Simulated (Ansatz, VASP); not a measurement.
## NbSi in VASP and in Ansatz

Contents of INCAR:

```
SYSTEM = NbSi
ALGO = Normal
EDIFF = 1E-6
EDIFFG = -0.01
ENCUT = 600
GGA = PS
IBRION = 2
ISIF = 3
ISMEAR = -1
IVDW = 12
LASPH = .TRUE.
LCHARG = .FALSE.
LREAL = .FALSE.
LWAVE = .FALSE.
NELM = 80
NSW = 60
PREC = Accurate
SIGMA = 0.05
```

The input KPOINTS:

```
k-points
0
G
  9 9 9
  0 0 0
```

The input POSCAR:

```
NbSi
1.0
    0.0000000000      2.5738300000      2.5738300000
    2.5738300000      0.0000000000      2.5738300000
    2.5738300000      2.5738300000      0.0000000000
Nb Si
1 1
Direct
    0.0000000000      0.0000000000      0.0000000000
    0.5000000000      0.5000000000      0.5000000000
```

File input.yaml:

```yaml
crystal:
  lattice:
    - [0.0, 2.57383, 2.57383]
    - [2.57383, 0.0, 2.57383]
    - [2.57383, 2.57383, 0.0]
  atoms:
    - { symbol: Nb, position: [0.0, 0.0, 0.0] }
    - { symbol: Si, position: [0.5, 0.5, 0.5] }
hamiltonian:
  xc: pbesol
  pseudopotentials: { kind: paw }
  dispersion: d3bj
kpoints:
  mp_grid: { grid: [9, 9, 9] }
scf:
  occupations: { method: fermi_dirac, width: 0.05 }
output:
  forces: true
  stress: true
  eigenvalues: true
relax:
  f_tol: 0.01
  max_steps: 40
  cell: { stress_tol: 0.05 }
```

Alike in both runs: task relaxation of cell and atoms; functional PBEsol; dispersion D3(BJ); k mesh 9 × 9 × 9; occupations fermi-dirac, width 0.05 eV; no spin polarisation.

|  | VASP | Ansatz |
| --- | --- | --- |
| version | VASP 6.6.1 | Ansatz 0.2.0 |
| potentials or method | VASP PAW PBE potentials, release 64 (Nb_sv, Si) | Ansatz PAW |
| plane-wave cutoff (eV) | 600 | 420 |
| valence electrons in the cell | 17 | 17 |

VASP gave:

* gap on the k mesh at the Fermi level, each at its own relaxed structure (eV): none
* relaxed volume (Å³/atom): 16.01
* relaxed cell length with the largest relative difference (Å): 3.564

Task: What did Ansatz give for the same quantities?

Result: gap on the k mesh at the Fermi level, each at its own relaxed structure (eV): none; relaxed volume (Å³/atom): 16.01; relaxed cell length with the largest relative difference (Å): 3.565.

VASP's potentials were made for PBE, not for PBEsol. A gap of «none» marks a metal or a gap that the smearing closes.

Noted on Ansatz's run: the plane-wave basis is chosen anew once the cell has moved, so the energies of steps on either side of that aren't comparable.
